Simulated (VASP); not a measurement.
Runs of VASP 6.6.1 on TiIn2Te3. The structure is that of space group P6/mmm (No. 191), or close to it. The cells are those of the table. 

```tsv
task	spin	cell	k mesh	cutoff (eV)	gap on the mesh (eV)	pressure (GPa)
single point	off	a = 7.822, b = 7.822, c = 3.949 Å, angles 90.0, 90.0, 120.0°, 6 atoms	3 × 3 × 6	520	none	0.0
single point	off	a = 7.070, b = 7.070, c = 3.709 Å, angles 90.0, 90.0, 120.0°, 6 atoms	3 × 3 × 6	520	none	15.8
relaxation of cell and atoms	off	relaxed from a = 7.070, b = 7.070, c = 3.709 Å, angles 90.0, 90.0, 120.0°, 6 atoms	3 × 3 × 6	600	none	-0.1
single point	collinear, ferromagnetic start	a = 7.822, b = 7.822, c = 3.949 Å, angles 90.0, 90.0, 120.0°, 6 atoms	3 × 3 × 4	520	none	(a)
```

Alike in all rows: level PBE; potentials or basis VASP PAW PBE potentials, release 64 (Ti_sv, In_d, Te); smearing gaussian 0.1 eV.

Problem. Fill in the values left out.

Solution. (a) 0.5.

Caveats: some runs use coarse meshes; spin-orbit coupling is left out, which moves the levels of the heavy elements.

A k mesh can miss the band edges, and the runs leave out spin-orbit coupling on In, Te.

A gap of «none» marks levels without a gap at the run's occupations.
